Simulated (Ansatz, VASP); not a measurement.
**ScAl3 in VASP and in Ansatz**

```
Al Sc
1.0
     4.07182    0.00000    0.00000
     0.00000    4.07182    0.00000
     0.00000    0.00000    4.07182
Al Sc
3 1
Cartesian
  0.0000 2.0359 2.0359
  2.0359 0.0000 2.0359
  2.0359 2.0359 0.0000
  0.0000 0.0000 0.0000
```

Alike in both runs: functional PBEsol; k mesh 12 × 12 × 12; occupations gaussian, width 0.1 eV; no spin polarisation.

Ansatz relaxed the structure, and its values are those at the end. VASP's run is a single point on that final structure, the one shown.

|  | VASP | Ansatz |
| --- | --- | --- |
| version | VASP 6.6.1 | Ansatz 0.2.0 |
| potentials or method | VASP PAW PBE potentials, release 64 (Al, Sc_sv) | scalar-relativistic, plane waves, PAW |
| plane-wave cutoff (eV) | 520 | 420 |
| valence electrons in the cell | 20 | 20 |

Ansatz gave:

* gap on the k mesh at the Fermi level (eV): none
* pressure (GPa): 0.0

**Question.** Estimate VASP's values.

**Answer.** gap on the k mesh at the Fermi level (eV): none; pressure (GPa): 0.1.

VASP's potentials were made for PBE, not for PBEsol. A gap of «none» marks a metal or a gap that the smearing closes.
